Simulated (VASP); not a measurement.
**BN: single point with PBE**

BN:

```
B N
1.0
     2.55451    0.00000    0.00000
    -1.27725    2.21227    0.00000
     0.00000    0.00000    4.22454
B N
2 2
Direct
  0.66667 0.33333 0.00019
  0.33333 0.66667 0.50019
  0.66667 0.33333 0.37481
  0.33333 0.66667 0.87481
```

- Program: VASP 6.6.1
- Task: single point
- Functional: PBE
- Potentials or basis: VASP PAW PBE potentials, release 64 (B, N)
- Cutoff: 600 eV
- k mesh: 12 × 12 × 6
- Occupations: gaussian, width 0.02 eV
- Spin: no spin polarisation

- Pressure: 0.0 GPa
- Band gap on the k mesh: 5.21 eV (least direct gap 8.24 eV)

Levels at points of the mesh, in eV from the valence-band top:
| k point | band 5 | band 6 | band 7 | band 8 | band 9 | band 10 | band 11 | band 12 |
| --- | --- | --- | --- | --- | --- | --- | --- | --- |
| (0.00, 0.00, 0.00) | -2.10 | -0.26 | 0.00 | 0.00 | 8.33 | 8.33 | 8.55 | 9.41 |
| (0.50, 0.00, 0.00) | -6.85 | -4.93 | -4.36 | -2.09 | 6.68 | 7.94 | 10.56 | 11.39 |
| (0.00, 0.00, 0.50) | -1.16 | -1.16 | -1.16 | -1.16 | 9.40 | 9.40 | 9.88 | 9.88 |
| (0.50, 0.00, 0.50) | -3.73 | -3.73 | -3.53 | -3.53 | 6.56 | 6.56 | 9.97 | 9.97 |

Wall time 26 s on 1 thread of AMD EPYC 7R43 64-Core Processor (Zen 3), on a shared host, peak memory 0.12 GiB.

A k mesh can miss the band edges. PBE gaps usually lie below the measured ones, often by a third to a half.
